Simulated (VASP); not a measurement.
# Al in VASP: further runs

Al is run at these levels: r2SCAN; tasks: single point.

All numbers are computed with VASP 6.6.1; they aren't measurements. Logs are shortened: lines on timing, memory, paths and dates and some standing lists are left out, and cuts for length are marked.

### Step 1. The cell of the first run

The cell holds a wire or tube with vacuum around it, 1 atom: a = 9.000 Å, b = 9.300 Å, c = 2.488 Å, α = 90.00°, β = 90.00°, γ = 90.00°.

### Step 2. Single point, r2SCAN, collinear spin

The input, POSCAR:

```
Al
1.0
    9.0000000000      0.0000000000      0.0000000000
    0.0000000000      9.3000000000      0.0000000000
    0.0000000000      0.0000000000      2.4882672984
Al
1
Direct
    0.5000000000      0.5000000000      0.0000000000
```

The input, INCAR.step1:

```
ALGO     = Normal         # electronic algorithm
EDIFF    = 1E-4           # SCF threshold, eV
ENCUT    = 520            # plane-wave cutoff, eV
GGA      = PE             # functional
ISMEAR   = 0              # smearing method
ISPIN    = 2              # spin polarisation
LASPH    = True           # aspherical terms in the spheres
LCHARG   = False          # write CHGCAR
LREAL    = False          # projectors in reciprocal space
LWAVE    = True           # write WAVECAR
MAGMOM   = 0.5            # initial moments
NBANDS   = 12             # bands
NELM     = 150            # most SCF steps
PREC     = Accurate       # precision mode
SIGMA    = 0.05           # smearing width, eV
```

The input, INCAR.step2:

```
ALGO     = Normal         # electronic algorithm
EDIFF    = 1E-7           # SCF threshold, eV
ENCUT    = 520            # plane-wave cutoff, eV
ISIF     = 2              # what is computed and relaxed
ISMEAR   = 0              # smearing method
ISPIN    = 2              # spin polarisation
ISTART   = 1            
LASPH    = True           # aspherical terms in the spheres
LCHARG   = False          # write CHGCAR
LMIXTAU  = True         
LORBIT   = 11             # projections on sites
LREAL    = False          # projectors in reciprocal space
LWAVE    = False          # write WAVECAR
MAGMOM   = 0.5            # initial moments
METAGGA  = R2SCAN         # meta-GGA
NBANDS   = 12             # bands
NELM     = 150            # most SCF steps
PREC     = Accurate       # precision mode
SIGMA    = 0.05           # smearing width, eV
```

The input, KPOINTS:

```
k-points
0
Gamma
  1 1 25
```

Potentials or basis: VASP PAW PBE potentials, release 64 (Al).

Run with:

```bash
> cat potpaw_PBE.64/Al/POTCAR > POTCAR
> cp INCAR.step1 INCAR
> mpirun -np 1 vasp_std > vasp.out
> cp INCAR.step2 INCAR
> mpirun -np 1 vasp_std > vasp.out
```

OUTCAR:

```text
EDIFF = 1E-7
   ENCUT = 520
   ISIF = 2
   ISMEAR = 0
   ISPIN = 2
   ISTART = 1
   LASPH = True
   LORBIT = 11
   LREAL = False
   METAGGA = R2SCAN
   NELM = 150
   PREC = Accurate

 ion  position               nearest neighbor table
   1  0.500  0.500  0.000-

  LATTYP: Found a simple orthorhombic cell.
 ALAT       =     2.4882672984
 B/A-ratio  =     3.6169747542
 C/A-ratio  =     3.7375405793

  Lattice vectors:

 A1 = (   0.0000000000,   0.0000000000,   2.4882672984)
 A2 = (   9.0000000000,   0.0000000000,   0.0000000000)
 A3 = (   0.0000000000,   9.3000000000,   0.0000000000)

Analysis of symmetry for initial positions (statically):
=====================================================================
 Subroutine PRICEL returns:
 Original cell was already a primitive cell.

 Routine SETGRP: Setting up the symmetry group for a
 simple orthorhombic supercell.

 Subroutine GETGRP returns: Found  8 space group operations
 (whereof  8 operations were pure point group operations)
 out of a pool of  8 trial point group operations.

The static configuration has the point symmetry D_2h.

Analysis of symmetry for dynamics (positions and initial velocities):
=====================================================================
 Subroutine PRICEL returns:
 Original cell was already a primitive cell.

 Routine SETGRP: Setting up the symmetry group for a
 simple orthorhombic supercell.

 Subroutine GETGRP returns: Found  8 space group operations
 (whereof  8 operations were pure point group operations)
 out of a pool of  8 trial point group operations.

The dynamic configuration has the point symmetry D_2h.

Analysis of structural, dynamic, and magnetic symmetry:
=====================================================================
 Subroutine PRICEL returns:
 Original cell was already a primitive cell.

 Routine SETGRP: Setting up the symmetry group for a
 simple orthorhombic supercell.

 Subroutine GETGRP returns: Found  8 space group operations
 (whereof  8 operations were pure point group operations)
 out of a pool of  8 trial point group operations.

The overall configuration has the point symmetry D_2h.

 Subroutine INISYM returns: Found  8 space group operations
 (whereof  8 operations are pure point group operations),
 and found     1 'primitive' translations

----------------------------------------------------------------------------------------

                                     Primitive cell

  volume of cell :     208.2680

[... 114 lines left out ...]

 Free energy of the ion-electron system (eV)
  ---------------------------------------------------
  ext. energy  EPLUGINS =         0.00000000
  ---------------------------------------------------
  free energy    TOTEN  =        -4.65821505 eV

  energy without entropy =       -4.65675102  energy(sigma->0) =       -4.65748304

 E-fermi :  -3.1739     XC(G=0):  -2.1415

 val. band max:       -3.3008478051   @ k =   0.0000   0.0000   0.1200
 cond. band min:      -3.1686238976   @ k =   0.0000   0.0000   0.1200
 fundamental gap:      0.1322239075
 Fermi energy:        -3.1739125389

 spin component 1

 k-point     1 :       0.0000    0.0000    0.0000
  band No.  band energies     occupation
      1      -9.8556      1.00000
      2      -3.7121      1.00000
      3      -3.6592      1.00000
      4       0.3090      0.00000
      5       1.3422      0.00000
      6       1.9784      0.00000
      7       2.6624      0.00000
      8       2.7819      0.00000
      9       2.7881      0.00000
     10       4.4798      0.00000
     11       4.7745      0.00000
     12       4.9418      0.00000
[... 166 lines left out ...]
 k-point    13 :       0.0000    0.0000    0.4800
  band No.  band energies     occupation
      1      -4.7489      1.00000
      2      -2.5214      0.00000
      3       1.8571      0.00000
      4       1.9060      0.00000
      5       3.2352      0.00000
      6       3.2721      0.00000
      7       6.1501      0.00000
      8       7.1740      0.00000
      9       7.1848      0.00000
     10       7.8592      0.00000
     11       8.2439      0.00000
     12       8.3330      0.00000
 Fermi energy:        -3.1739125389

 spin component 2

 k-point     1 :       0.0000    0.0000    0.0000
  band No.  band energies     occupation
      1      -9.7327      1.00000
      2      -3.5251      1.00000
      3      -3.4731      1.00000
      4       0.3304      0.00000
      5       1.3910      0.00000
      6       2.0734      0.00000
      7       2.6425      0.00000
      8       2.7799      0.00000
      9       2.8195      0.00000
     10       4.5577      0.00000
     11       4.7763      0.00000
     12       4.8953      0.00000
[... 166 lines left out ...]
 k-point    13 :       0.0000    0.0000    0.4800
  band No.  band energies     occupation
      1      -4.7097      1.00000
      2      -2.3462      0.00000
      3       2.0355      0.00000
      4       2.0748      0.00000
      5       3.3368      0.00000
      6       3.3502      0.00000
      7       6.1287      0.00000
      8       7.1511      0.00000
      9       7.1800      0.00000
     10       7.9033      0.00000
     11       8.2278      0.00000
     12       8.3050      0.00000

------------------------ aborting loop because EDIFF is reached ----------------------------------------

  FORCE on cell =-STRESS in cart. coord.  units (eV):
  Direction    XX          YY          ZZ          XY          YZ          ZX
  --------------------------------------------------------------------------------------
  -------------------------------------------------------------------------------------
  Total        0.0419502      0.0348912     -1.6891258      0.0000000      0.0000000      0.0000000
  in kB        0.3227170      0.2684135    -12.9942162      0.0000000      0.0000000      0.0000000
  external PRESSURE =      -4.1343619 kB  Pullay stress =       0.0000000 kB

 VOLUME and BASIS-vectors are now :
 -----------------------------------------------------------------------------
  energy-cutoff  :      520.00
  volume of cell :      208.27
      direct lattice vectors                 reciprocal lattice vectors
     9.000000000  0.000000000  0.000000000     0.111111111  0.000000000  0.000000000
     0.000000000  9.300000000  0.000000000     0.000000000  0.107526882  0.000000000
     0.000000000  0.000000000  2.488267298     0.000000000  0.000000000  0.401886084

 POSITION                                       TOTAL-FORCE (eV/Angst)
 -----------------------------------------------------------------------------------
      4.50000      4.65000      0.00000         0.000000      0.000000      0.000000
 -----------------------------------------------------------------------------------
    total drift:                               -0.000000      0.000000      0.000000

  FREE ENERGIE OF THE ION-ELECTRON SYSTEM (eV)
  ---------------------------------------------------
  free  energy   TOTEN  =        -4.6582150537 eV

  energy  without entropy=       -4.6567510209  energy(sigma->0) =       -4.65748304

 total charge

# of ion       s       p       d       tot
------------------------------------------
    1        0.471   0.325   0.000   0.796

 magnetization (x)

# of ion       s       p       d       tot
------------------------------------------
    1        0.001   0.016   0.000   0.017
```

It took 8.9 min on 1 thread of Intel Xeon 8259CL, shared host; peak memory 0.42 GiB.

What came out:

```yaml
Free_energy: -4.6582 eV
Net_moment: 0.12 μB per cell
Valence_electrons_inside_the_program's_atomic_spheres: Al 0.80
```

Levels at points of the mesh, in eV from the Fermi level:
Spin up:
```tsv
k point	band 1	band 2	band 3	band 4	band 5
(0.00, 0.00, 0.00)	-6.68	-0.54	-0.49	3.48	4.52
```
Spin down:
| k point | band 1 | band 2 | band 3 | band 4 | band 5 |
| --- | --- | --- | --- | --- | --- |
| (0.00, 0.00, 0.00) | -6.56 | -0.35 | -0.30 | 3.50 | 4.56 |

Caveat: the PAW data sets were made with another functional, which shifts forces and pressure a little.

### Step 3. Single point, r2SCAN, collinear spin

This run uses another cell than the first one.

Edit POSCAR of step 2 so:

```diff
@@ -4,3 +4,3 @@
     0.0000000000      9.3000000000      0.0000000000
-    0.0000000000      0.0000000000      2.4882672984
+    0.0000000000      0.0000000000      2.5404971584
 Al
```

The input, INCAR.step1:

```
PREC = Accurate
ENCUT = 520
ISMEAR = 0
SIGMA = 0.05
LREAL = F
LASPH = T
NELM = 150
ISPIN = 2
MAGMOM = 0.5
NBANDS = 12
GGA = PE
ALGO = Normal
EDIFF = 1E-4
LWAVE = T
LCHARG = F
```

The input, INCAR.step2:

```
PREC = Accurate
ENCUT = 520
EDIFF = 1E-6
ISMEAR = 0
SIGMA = 0.05
LREAL = F
LASPH = T
NELM = 150
ALGO = Normal
ISIF = 2
LWAVE = F
LCHARG = T
ISPIN = 2
MAGMOM = 0.5
LORBIT = 11
METAGGA = R2SCAN
LMIXTAU = T
LELF = T
LVHAR = T
NBANDS = 12
ISTART = 1
```

The input, KPOINTS:

```
Automatic mesh
0
Gamma
  1 1 25
```

Potentials or basis: VASP PAW PBE potentials, release 64 (Al).

Run with:

```bash
> cat potpaw_PBE.64/Al/POTCAR > POTCAR
> cp INCAR.step1 INCAR
> mpirun -np 1 vasp_std > vasp.out
> cp INCAR.step2 INCAR
> mpirun -np 1 vasp_std > vasp.out
```

Wall time 10 min (1 thread of Intel Xeon 8259CL, shared host); peak memory 0.42 GiB.

The run converged. Its results:

- Free energy: -4.6745 eV
- Band gap on the k mesh: zero (filled and empty bands overlap)
- Net moment: 1.00 μB per cell
- Site moments: Al +0.16 μB
- Valence electrons inside the program's atomic spheres: Al 0.80

Levels at points of the mesh, in eV from the Fermi level:
Spin up:
```tsv
k point	band 1	band 2	band 3	band 4	band 5	band 6	band 7
(0.00, 0.00, 0.00)	-7.29	-1.36	-1.36	2.94	3.85	4.41	5.29
```
Spin down:
```tsv
k point	band 1	band 2	band 3	band 4
(0.00, 0.00, 0.00)	-6.20	0.28	0.28	3.39
```

Caveat: the PAW data sets were made with another functional, which shifts forces and pressure a little.

### Step 4. Single point, r2SCAN, collinear spin

This run uses another cell than the first one: it holds 2 atoms, not 1.

The input, POSCAR:

```
Al
1.0
    9.0000000000      0.0000000000      0.0000000000
    0.0000000000      9.3000000000      0.0000000000
    0.0000000000      0.0000000000      4.9205254040
Al
2
Direct
    0.5000000000      0.5000000000     -0.0176053458
    0.5000000000      0.5000000000      0.4826053458
```

The input, INCAR.step1:

```
PREC     = Accurate       # precision mode
ENCUT    = 520            # plane-wave cutoff, eV
ISMEAR   = 0              # smearing method
SIGMA    = 0.05           # smearing width, eV
LREAL    = False          # projectors in reciprocal space
LASPH    = True           # aspherical terms in the spheres
NELM     = 150            # most SCF steps
ISPIN    = 2              # spin polarisation
MAGMOM   = 0.5 0.5        # initial moments
NBANDS   = 14             # bands
GGA      = PE             # functional
ALGO     = Normal         # electronic algorithm
EDIFF    = 1E-4           # SCF threshold, eV
LWAVE    = True           # write WAVECAR
LCHARG   = False          # write CHGCAR
```

The input, INCAR.step2:

```
PREC     = Accurate       # precision mode
ENCUT    = 520            # plane-wave cutoff, eV
EDIFF    = 1E-7           # SCF threshold, eV
ISMEAR   = 0              # smearing method
SIGMA    = 0.05           # smearing width, eV
LREAL    = False          # projectors in reciprocal space
LASPH    = True           # aspherical terms in the spheres
NELM     = 150            # most SCF steps
ALGO     = Normal         # electronic algorithm
ISIF     = 2              # what is computed and relaxed
LWAVE    = False          # write WAVECAR
LCHARG   = False          # write CHGCAR
ISPIN    = 2              # spin polarisation
MAGMOM   = 0.5 0.5        # initial moments
LORBIT   = 11             # projections on sites
METAGGA  = R2SCAN         # meta-GGA
LMIXTAU  = True         
NBANDS   = 14             # bands
ISTART   = 1
```

The input, KPOINTS:

```
Automatic mesh
0
Gamma
  1 1 13
```

Run with:

```bash
> cat potpaw_PBE.64/Al/POTCAR > POTCAR
> cp INCAR.step1 INCAR
> mpirun -np 1 vasp_std > vasp.out
> cp INCAR.step2 INCAR
> mpirun -np 1 vasp_std > vasp.out
```

Wall time 17 min (1 thread of Intel Xeon 8259CL, shared host); peak memory 0.7 GiB.

It converged, with:

- Free energy: -9.3482 eV
- Largest force: 0.015 eV/Å
- Net moment: 0.14 μB per cell
- Valence electrons inside the program's atomic spheres: Al 0.81

Forces on the atoms (eV/Å):
```
Al   0.000  0.000  0.015
Al   0.000  0.000 -0.015
```

Levels at points of the mesh, in eV from the Fermi level:
Spin up:
```
           k point  band 2  band 3  band 4  band 5  band 6  band 7
(0.00, 0.00, 0.00)   -1.41   -0.52   -0.39    0.80    3.53    4.57
```
Spin down:
```csv
k point,band 1,band 2,band 3,band 4,band 5,band 6,band 7,band 8
"(0.00, 0.00, 0.00)",-6.58,-1.39,-0.40,-0.29,0.91,3.54,4.60,5.27
```

Caveat: the PAW data sets were made with another functional, which shifts forces and pressure a little.

### Step 5. Single point, r2SCAN, collinear spin

This run uses another cell than the first one: it holds 2 atoms, not 1.

The input, POSCAR:

```
Al
1.0
    9.0000000000      0.0000000000      0.0000000000
    0.0000000000      9.3000000000      0.0000000000
    0.0000000000      0.0000000000      5.0809943168
Al
2
Direct
    0.5000000000      0.5000000000      0.0000000000
    0.5000000000      0.5000000000      0.4650000000
```

The input, INCAR.step1:

```
SYSTEM = Al
  PREC = Accurate
  ENCUT = 520
  ISMEAR = 0
  SIGMA = 0.05
  LREAL = .FALSE.
  LASPH = .TRUE.
  NELM = 150
  ISPIN = 2
  MAGMOM = 0.5 0.5
  NBANDS = 14
  GGA = PE
  ALGO = Normal
  EDIFF = 1E-4
  LWAVE = .TRUE.
  LCHARG = .FALSE.
```

The input, INCAR.step2:

```
SYSTEM = Al
  PREC = Accurate
  ENCUT = 520
  EDIFF = 1E-6
  ISMEAR = 0
  SIGMA = 0.05
  LREAL = .FALSE.
  LASPH = .TRUE.
  NELM = 150
  ALGO = Normal
  ISIF = 2
  LWAVE = .FALSE.
  LCHARG = .FALSE.
  ISPIN = 2
  MAGMOM = 0.5 0.5
  LORBIT = 11
  METAGGA = R2SCAN
  LMIXTAU = .TRUE.
  NBANDS = 14
  ISTART = 1
```

The input, KPOINTS:

```
Automatic mesh
0
G
  1 1 13
  0 0 0
```

Run with:

```bash
> cat potpaw_PBE.64/Al/POTCAR > POTCAR
> cp INCAR.step1 INCAR
> mpirun -np 1 vasp_std > vasp.out
> cp INCAR.step2 INCAR
> mpirun -np 1 vasp_std > vasp.out
```

Wall time 15 min (1 thread of Intel Xeon 8259CL, shared host); peak memory 0.71 GiB.

Results (log left out):

```yaml
Free_energy: -9.2236 eV
Largest_force: 1.311 eV/Å
Band_gap_on_the_k_mesh: zero (filled and empty bands overlap)
Net_moment: 2.00 μB per cell
Site_moments: Al +0.16 μB
Valence_electrons_inside_the_program's_atomic_spheres: Al 0.80
```

Forces on the atoms (eV/Å):
```
Al   0.000  0.000 -1.311
Al   0.000  0.000  1.311
```

Levels at points of the mesh, in eV from the Fermi level:
Spin up:
| k point | band 1 | band 2 | band 3 | band 4 | band 5 | band 6 | band 7 | band 8 | band 9 |
| --- | --- | --- | --- | --- | --- | --- | --- | --- | --- |
| (0.00, 0.00, 0.00) | -7.05 | -1.56 | -1.11 | -1.10 | -0.44 | 3.25 | 4.16 | 4.30 | 4.30 |
Spin down:
| k point | band 1 | band 2 | band 3 | band 4 | band 5 | band 6 |
| --- | --- | --- | --- | --- | --- | --- |
| (0.00, 0.00, 0.00) | -5.96 | -1.34 | 0.55 | 0.55 | 1.23 | 3.66 |

Caveat: the PAW data sets were made with another functional, which shifts forces and pressure a little.

### Step 6. Overview

```tsv
cell	k mesh	gap on the mesh (eV)	moment (μB)	largest force (eV/Å)
a = 9.000, b = 9.300, c = 2.488 Å, 1 atom, atomic positions A	1 × 1 × 25	none	0.12	-
a = 9.000, b = 9.300, c = 2.540 Å, 1 atom, atomic positions A	1 × 1 × 25	none	1.00	-
a = 9.000, b = 9.300, c = 4.921 Å, 2 atoms, atomic positions B	1 × 1 × 13	none	0.14	0.02
a = 9.000, b = 9.300, c = 5.081 Å, 2 atoms, atomic positions C	1 × 1 × 13	none	2.00	1.31
```

Alike in all rows: task single point; level r2SCAN; potentials or basis VASP PAW PBE potentials, release 64 (Al); spin collinear; cutoff (eV) 520; smearing gaussian 0.05 eV.

Caveats: the PAW data sets were made with another functional, which shifts forces and pressure a little.

Absolute energies hang on the potentials; compare differences alone.
